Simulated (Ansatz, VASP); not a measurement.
# In4Ru: VASP beside Ansatz

```xyz
5
Lattice="-3.1423 3.1423 3.1349 3.1423 -3.1423 3.1349 3.1423 3.1423 -3.1349" Properties=species:S:1:pos:R:3 pbc="T T T"
In    1.5712    1.5712    1.5675
In    1.5712    1.5712   -1.5675
In   -1.5712    1.5712    1.5675
In    1.5712   -1.5712    1.5675
Ru    0.0000    0.0000    0.0000
```

Alike in both runs: functional PBE; k mesh 4 × 4 × 4; occupations gaussian, width 0.2 eV; no spin polarisation.

Ansatz relaxed the structure, and its values are those at the end. VASP's run is a single point on that final structure, the one shown.

|  | VASP | Ansatz |
| --- | --- | --- |
| version | VASP 6.6.1 | Ansatz 0.2.0 |
| potentials or method | VASP PAW PBE potentials, release 64 (In_d, Ru_pv), cutoff 520 eV | scalar-relativistic, plane waves, PAW |
| valence electrons in the cell | 66 | 68 |

|  | VASP | Ansatz | Ansatz less VASP |
| --- | --- | --- | --- |
| gap on the k mesh at the Fermi level (eV) | none | none | - |
| pressure (GPa) | 0.0 | 0.0 | 0.00 |

A gap of «none» marks a metal or a gap that the smearing closes. VASP's potentials hold 66 valence electrons a cell and Ansatz's 68, so a difference there can come from the potentials and not from the codes.
